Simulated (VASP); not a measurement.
# FeGe (P2_13) in VASP: further runs

The runs below take FeGe through single point, with PBE.

All numbers are computed with VASP 6.6.1; they aren't measurements. Logs are shortened: lines on timing, memory, paths and dates and some standing lists are left out, and cuts for length are marked.

**1. The cell of the first run**

It takes space group P2_13 (No. 198, cubic). Conventional cell: a = 4.663 Å, b = 4.663 Å, c = 4.663 Å, α = 90.00°, β = 90.00°, γ = 90.00°. Within 3.1 Å of Fe (site symmetry 3) lie 7 Ge at 2.37 to 2.63 Å and 6 Fe at 2.86 Å. Ge (site symmetry 3) has 7 Fe at 2.37 to 2.63 Å and 6 Ge at 2.89 Å within 3.1 Å.

**2. Single point, PBE**

File INCAR:

```
PREC     = Accurate       # precision mode
ENCUT    = 520            # plane-wave cutoff, eV
EDIFF    = 1E-6           # SCF threshold, eV
ISMEAR   = 0              # smearing method
SIGMA    = 0.05           # smearing width, eV
LREAL    = F              # projectors in reciprocal space
LASPH    = T              # aspherical terms in the spheres
NELM     = 80             # most SCF steps
ALGO     = Normal         # electronic algorithm
ISIF     = 2              # what is computed and relaxed
LWAVE    = F              # write WAVECAR
LCHARG   = F              # write CHGCAR
GGA      = PE             # functional
NBANDS   = 54             # bands
```

File KPOINTS:

```
Automatic mesh
0
Gamma
  8 8 8
```

File POSCAR:

```
FeGe
1.0
    4.6626167188      0.0000000000      0.0000000000
    0.0000000000      4.6626167188      0.0000000000
    0.0000000000      0.0000000000      4.6626167188
Fe Ge
4 4
Direct
    0.1349101329      0.1349101329      0.1349101329
    0.3650898671      0.8650898671      0.6349101329
    0.6349101329      0.3650898671      0.8650898671
    0.8650898671      0.6349101329      0.3650898671
    0.8417623853      0.8417623853      0.8417623853
    0.6582376147      0.1582376147      0.3417623853
    0.3417623853      0.6582376147      0.1582376147
    0.1582376147      0.3417623853      0.6582376147
```

Potentials or basis: VASP PAW PBE potentials, release 64 (Fe, Ge_d).

Run with:

```console
cat potpaw_PBE.64/Fe/POTCAR potpaw_PBE.64/Ge_d/POTCAR > POTCAR
mpirun -np 1 vasp_std > vasp.out
```

OUTCAR:

```text
PREC = Accurate
   ENCUT = 520
   EDIFF = 1E-6
   ISMEAR = 0
   LREAL = F
   LASPH = T
   NELM = 80
   ISIF = 2
   GGA = PE

 ion  position               nearest neighbor table
   1  0.135  0.135  0.135-   5 2.37   6 2.43   7 2.43   8 2.43   7 2.63   8 2.63   6 2.63   3 2.86
                             4 2.86   2 2.86   2 2.86   4 2.86   3 2.86
   2  0.365  0.865  0.635-   6 2.37   5 2.43   7 2.43   8 2.43   7 2.63   8 2.63   5 2.63   1 2.86
                             1 2.86   3 2.86   3 2.86   4 2.86   4 2.86
   3  0.635  0.365  0.865-   7 2.37   6 2.43   5 2.43   8 2.43   8 2.63   6 2.63   5 2.63   1 2.86
                             4 2.86   2 2.86   2 2.86   4 2.86   1 2.86
   4  0.865  0.635  0.365-   8 2.37   6 2.43   7 2.43   5 2.43   6 2.63   5 2.63   7 2.63   1 2.86
                             3 2.86   2 2.86   1 2.86   2 2.86   3 2.86
   5  0.842  0.842  0.842-   1 2.37   2 2.43   3 2.43   4 2.43   3 2.63   4 2.63   2 2.63   6 2.89
                             7 2.89   8 2.89   6 2.89   8 2.89   7 2.89
   6  0.658  0.158  0.342-   2 2.37   1 2.43   3 2.43   4 2.43   3 2.63   4 2.63   1 2.63   8 2.89
                             5 2.89   5 2.89   7 2.89   7 2.89   8 2.89
   7  0.342  0.658  0.158-   3 2.37   2 2.43   1 2.43   4 2.43   4 2.63   2 2.63   1 2.63   8 2.89
                             5 2.89   8 2.89   6 2.89   6 2.89   5 2.89
   8  0.158  0.342  0.658-   4 2.37   2 2.43   3 2.43   1 2.43   2 2.63   1 2.63   3 2.63   7 2.89
                             5 2.89   7 2.89   5 2.89   6 2.89   6 2.89

  LATTYP: Found a simple cubic cell.
 ALAT       =     4.6626167188

  Lattice vectors:

 A1 = (   4.6626167188,   0.0000000000,   0.0000000000)
 A2 = (   0.0000000000,   4.6626167188,   0.0000000000)
 A3 = (   0.0000000000,   0.0000000000,   4.6626167188)

Analysis of symmetry for initial positions (statically):
=====================================================================
 Subroutine PRICEL returns:
 Original cell was already a primitive cell.

 Routine SETGRP: Setting up the symmetry group for a
 simple cubic supercell.

 Subroutine GETGRP returns: Found 12 space group operations
 (whereof  3 operations were pure point group operations)
 out of a pool of 48 trial point group operations.

The static configuration has the point symmetry C_3 .
 The point group associated with its full space group is T   .

Analysis of symmetry for dynamics (positions and initial velocities):
=====================================================================
 Subroutine PRICEL returns:
 Original cell was already a primitive cell.

 Routine SETGRP: Setting up the symmetry group for a
 simple cubic supercell.

 Subroutine GETGRP returns: Found 12 space group operations
[... 120 lines left out ...]
   IBRION =     -1    ionic relax: 0-MD 1-quasi-New 2-CG
   NFREE  =      0    steps in history (QN), initial steepest desc. (CG)
   ISIF   =      2    stress and relaxation
   ISYM   =      2    0-nonsym 1-usesym 2-fastsym
   POTIM  = 0.5000    time-step for ionic-motion
   TEBEG  =    0.0;   TEEND  =   0.0 temperature during run
   PSTRESS=    0.0 pullay stress
   NELECT =      88.0000    total number of electrons
   NUPDOWN=      -1.0000    fix difference up-down
   EMIN   =  10.00;   EMAX   =-10.00  energy-range for DOS
   EFERMI =   0.00;   METHOD = LEGACY
   ISMEAR =     0;   SIGMA  =   0.05  broadening in eV -4-tet -1-fermi 0-gaus
   EFERMI_NEDOS =   21; number of points for ismear=-14 and -15
   IALGO  =     38    algorithm
   IMIX   =      4    mixing-type and parameters
     AMIX     =   0.40;   BMIX     =  1.00
     AMIX_MAG =   1.60;   BMIX_MAG =  1.00
  volume/ion in A,a.u.               =      12.67        85.51
  Fermi-wavevector in a.u.,A,eV,Ry     =   1.561730  2.951242 33.184626  2.439001
  Thomas-Fermi vector in A             =   2.664753
   LORBIT       =      0    0 simple, 1 ext, 2 COOP (PROOUT), +10 PAW based schemes
   GGA     = PE    functional components
   LHFCALC =     F    Hartree Fock is set to
   AEXX    =    0.0000 exact exchange contribution
   IVDW    =     0    specifies the selected vdW correction
   LEPSILON=     F    determine dielectric tensor
   LRPA    =     F    only Hartree local field effects (RPA)
 non-spin polarized calculation
 Gauss-broadening in eV      SIGMA  =   0.05
  energy-cutoff  :      520.00
  volume of cell :      101.37
 maximum number of plane-waves:      2800
   NGX = 17   NGY = 17   NGZ = 17

 number of electron      87.9999920 magnetization

 Free energy of the ion-electron system (eV)
  ---------------------------------------------------
  ext. energy  EPLUGINS =         0.00000000
  ---------------------------------------------------
  free energy    TOTEN  =       -51.59740484 eV

  energy without entropy =      -51.59259469  energy(sigma->0) =      -51.59499977

 E-fermi :   8.0906     XC(G=0): -12.9758

 val. band max:        8.0456164164   @ k =   0.2500   0.1250   0.1250
 cond. band min:       8.1332952940   @ k =   0.2500   0.2500   0.0000
 fundamental gap:      0.0876788777
 Fermi energy:         8.0905945958

 k-point     1 :       0.0000    0.0000    0.0000
  band No.  band energies     occupation
      1     -16.5092      2.00000
      2     -16.5092      2.00000
      3     -16.5092      2.00000
      4     -16.4706      2.00000
      5     -16.4706      2.00000
      6     -16.4706      2.00000
[... 1357 lines left out ...]
     53      11.7664      0.00000
     54      12.6012      0.00000

 [... further k-points ...]
[... 5 lines left out ...]
  --------------------------------------------------------------------------------------
  -------------------------------------------------------------------------------------
  Total       -1.8212483     -1.8212483     -1.8212483     -0.0000000     -0.0000000      0.0000000
  in kB      -28.7866144    -28.7866144    -28.7866144     -0.0000000     -0.0000000      0.0000000
  external PRESSURE =     -28.7866144 kB  Pullay stress =       0.0000000 kB

 VOLUME and BASIS-vectors are now :
 -----------------------------------------------------------------------------
  energy-cutoff  :      520.00
  volume of cell :      101.37
      direct lattice vectors                 reciprocal lattice vectors
     4.662616719  0.000000000  0.000000000     0.214471843  0.000000000  0.000000000
     0.000000000  4.662616719  0.000000000     0.000000000  0.214471843  0.000000000
     0.000000000  0.000000000  4.662616719     0.000000000  0.000000000  0.214471843

 POSITION                                       TOTAL-FORCE (eV/Angst)
 -----------------------------------------------------------------------------------
      0.62903      0.62903      0.62903        -0.065681     -0.065681     -0.065681
      1.70227      4.03358      2.96034         0.065681      0.065681     -0.065681
      2.96034      1.70227      4.03358        -0.065681      0.065681      0.065681
      4.03358      2.96034      1.70227         0.065681     -0.065681      0.065681
      3.92482      3.92482      3.92482        -0.216059     -0.216059     -0.216059
      3.06911      0.73780      1.59351         0.216059      0.216059     -0.216059
      1.59351      3.06911      0.73780        -0.216059      0.216059      0.216059
      0.73780      1.59351      3.06911         0.216059     -0.216059      0.216059
 -----------------------------------------------------------------------------------
    total drift:                               -0.000001     -0.000000      0.000000

  FREE ENERGIE OF THE ION-ELECTRON SYSTEM (eV)
  ---------------------------------------------------
  free  energy   TOTEN  =       -51.5974048445 eV

  energy  without entropy=      -51.5925946920  energy(sigma->0) =      -51.59499977
```

Wall time 6.1 min (1 thread of Intel Xeon 8259CL, shared host); peak memory 0.33 GiB.

Results:

```
Free energy            : -51.5974 eV
Pressure               : -2.9 GPa
Largest force          : 0.374 eV/Å
Band gap on the k mesh : 0.09 eV (least direct gap 0.11 eV)
```

Forces on the atoms (eV/Å):
```
Fe  -0.066 -0.066 -0.066
Fe   0.066  0.066 -0.066
Fe  -0.066  0.066  0.066
Fe   0.066 -0.066  0.066
Ge  -0.216 -0.216 -0.216
Ge   0.216  0.216 -0.216
Ge  -0.216  0.216  0.216
Ge   0.216 -0.216  0.216
```

Levels at points of the mesh, in eV from the valence-band top:
```csv
k point,band 42,band 43,band 44,band 45,band 46,band 47
"(0.00, 0.00, 0.00)",-0.21,-0.04,-0.04,0.42,0.42,0.42
"(0.50, 0.00, 0.00)",-0.31,-0.02,-0.02,0.11,0.11,1.42
"(0.50, 0.50, 0.00)",-0.86,-0.28,-0.28,0.51,0.51,0.89
"(0.50, 0.50, 0.50)",-0.52,-0.52,-0.52,0.33,0.33,0.33
```

A k mesh can miss the band edges. Spin polarisation is off, so any magnetic state and its effect on volume and gap are missing.

**3. Single point, PBE, collinear spin, ferromagnetic start**

File INCAR:

```
SYSTEM = FeGe
PREC = Accurate ; ENCUT = 520
EDIFF = 1E-7 ; ISMEAR = 0
SIGMA = 0.05 ; LREAL = .False.
LASPH = .True. ; NELM = 150
ALGO = Normal ; ISIF = 2
LWAVE = .False. ; LCHARG = .False.
ISPIN = 2 ; MAGMOM = 1.27 1.27 1.27 1.27 0 0 0 0
LORBIT = 11 ; LMAXMIX = 4
GGA = PE ; NBANDS = 58
```

File KPOINTS:

```
Automatic mesh
0
Gamma
  8 8 8
  0 0 0
```

File POSCAR:

```
FeGe
1.0
    4.6626167200      0.0000000000      0.0000000000
    0.0000000000      4.6626167200      0.0000000000
    0.0000000000      0.0000000000      4.6626167200
Fe Ge
4 4
Direct
    0.1347112429      0.1347112429      0.1347112429
    0.3652887571      0.8652887571      0.6347112429
    0.6347112429      0.3652887571      0.8652887571
    0.8652887571      0.6347112429      0.3652887571
    0.8416541677      0.8416541677      0.8416541677
    0.6583458323      0.1583458323      0.3416541677
    0.3416541677      0.6583458323      0.1583458323
    0.1583458323      0.3416541677      0.6583458323
```

Potentials or basis: VASP PAW PBE potentials, release 64 (Fe, Ge_d).

Run with:

```console
cat potpaw_PBE.64/Fe/POTCAR potpaw_PBE.64/Ge_d/POTCAR > POTCAR
mpirun -np 1 vasp_std > vasp.out
```

Run time: 4.7 min. Hardware: 1 thread of AMD EPYC 9R45 (Zen 5), shared host; peak memory 0.46 GiB.

The run converged. Its results:

| Quantity | Value |
| --- | --- |
| Free energy | -51.8189 eV |
| Pressure | 0.3 GPa |
| Largest force | 0.019 eV/Å |
| Net moment | 4.19 μB per cell |
| Site moments | Fe +1.16; Ge -0.08 μB |
| Valence electrons inside the program's atomic spheres | Fe 7.35; Ge 12.48 |

Forces in eV/Å, atoms in the order of the input:
```
Fe   0.011  0.011  0.011
Fe  -0.011 -0.011  0.011
Fe   0.011 -0.011 -0.011
Fe  -0.011  0.011 -0.011
Ge   0.000  0.000  0.000
Ge   0.000  0.000  0.000
Ge   0.000  0.000  0.000
Ge   0.000  0.000  0.000
```

Levels at points of the mesh, in eV from the Fermi level:
Spin up:
| k point | band 43 | band 44 | band 45 | band 46 | band 47 | band 48 | band 49 | band 50 |
| --- | --- | --- | --- | --- | --- | --- | --- | --- |
| (0.00, 0.00, 0.00) | -0.84 | -0.84 | -0.27 | -0.27 | -0.27 | 1.85 | 1.85 | 1.85 |
| (0.50, 0.00, 0.00) | -0.73 | -0.73 | -0.55 | -0.55 | 0.89 | 0.89 | 0.93 | 0.93 |
| (0.50, 0.50, 0.00) | -1.03 | -1.03 | -0.09 | -0.09 | 0.22 | 0.22 | 1.50 | 1.50 |
| (0.50, 0.50, 0.50) | -1.05 | -1.05 | -0.39 | -0.39 | -0.39 | -0.39 | 4.42 | 4.42 |
Spin down:
| k point | band 39 | band 40 | band 41 | band 42 | band 43 | band 44 | band 45 | band 46 |
| --- | --- | --- | --- | --- | --- | --- | --- | --- |
| (0.00, 0.00, 0.00) | -1.37 | 0.15 | 0.15 | 0.15 | 0.28 | 0.28 | 0.99 | 0.99 |
| (0.50, 0.00, 0.00) | -0.63 | -0.63 | 0.02 | 0.02 | 0.32 | 0.32 | 0.66 | 0.66 |
| (0.50, 0.50, 0.00) | -0.56 | -0.56 | -0.56 | -0.56 | 0.05 | 0.05 | 0.98 | 0.98 |
| (0.50, 0.50, 0.50) | -0.26 | -0.26 | -0.16 | -0.16 | -0.16 | -0.16 | 0.83 | 0.83 |

**4. Single point, PBE, collinear spin, ferromagnetic start**

File INCAR:

```
PREC = Accurate ; ENCUT = 520
EDIFF = 1E-7 ; ISMEAR = 0
SIGMA = 0.05 ; LREAL = False
LASPH = True ; NELM = 150
ALGO = Normal ; ISIF = 2
LWAVE = False ; LCHARG = True
ISPIN = 2 ; MAGMOM = 2.5 2.5 2.5 2.5 0 0 0 0
LORBIT = 11 ; LMAXMIX = 4
GGA = PE ; LELF = True
LVHAR = True ; NBANDS = 58
```

File KPOINTS:

```
regular mesh
0
Gamma
  8 8 8
```

File POSCAR:

```
FeGe
1.0
    4.6626167200      0.0000000000      0.0000000000
    0.0000000000      4.6626167200      0.0000000000
    0.0000000000      0.0000000000      4.6626167200
Fe Ge
4 4
Direct
    0.1349101327      0.1349101327      0.1349101327
    0.3650898673      0.8650898673      0.6349101327
    0.6349101327      0.3650898673      0.8650898673
    0.8650898673      0.6349101327      0.3650898673
    0.8417623853      0.8417623853      0.8417623853
    0.6582376147      0.1582376147      0.3417623853
    0.3417623853      0.6582376147      0.1582376147
    0.1582376147      0.3417623853      0.6582376147
```

Run with:

```console
cat potpaw_PBE.64/Fe/POTCAR potpaw_PBE.64/Ge_d/POTCAR > POTCAR
mpirun -np 1 vasp_std > vasp.out
```

Wall time 13 min (1 thread of Oxide Virtual Turin-like, shared host); peak memory 0.45 GiB.

The run converged. Its results:

```yaml
Free_energy: -51.8190 eV
Pressure: 0.3 GPa
Largest_force: 0.008 eV/Å
Net_moment: 4.19 μB per cell
Site_moments: Fe +1.16; Ge -0.08 μB
Valence_electrons_inside_the_program's_atomic_spheres: Fe 7.35; Ge 12.48
```

Forces on the atoms (eV/Å):
```
Fe   0.004  0.004  0.004
Fe  -0.004 -0.004  0.004
Fe   0.004 -0.004 -0.004
Fe  -0.004  0.004 -0.004
Ge  -0.004 -0.004 -0.004
Ge   0.004  0.004 -0.004
Ge  -0.004  0.004  0.004
Ge   0.004 -0.004  0.004
```

Levels at points of the mesh, in eV from the Fermi level:
Spin up:
```tsv
k point	band 42	band 43	band 44	band 45	band 46	band 47	band 48	band 49	band 50	band 51
(0.00, 0.00, 0.00)	-0.84	-0.84	-0.84	-0.27	-0.27	-0.27	1.84	1.84	1.84	2.80
(0.50, 0.00, 0.00)	-1.06	-0.73	-0.73	-0.55	-0.55	0.88	0.88	0.93	0.93	3.73
(0.50, 0.50, 0.00)	-1.39	-1.03	-1.03	-0.10	-0.10	0.22	0.22	1.50	1.50	2.16
(0.50, 0.50, 0.50)	-1.05	-1.05	-1.05	-0.39	-0.39	-0.39	-0.39	4.42	4.42	4.42
```
Spin down:
| k point | band 40 | band 41 | band 42 | band 43 | band 44 | band 45 |
| --- | --- | --- | --- | --- | --- | --- |
| (0.00, 0.00, 0.00) | 0.15 | 0.15 | 0.15 | 0.28 | 0.28 | 0.99 |
| (0.50, 0.00, 0.00) | -0.63 | 0.02 | 0.02 | 0.32 | 0.32 | 0.66 |
| (0.50, 0.50, 0.00) | -0.56 | -0.56 | -0.56 | 0.05 | 0.05 | 0.98 |
| (0.50, 0.50, 0.50) | -0.26 | -0.16 | -0.16 | -0.16 | -0.16 | 0.83 |
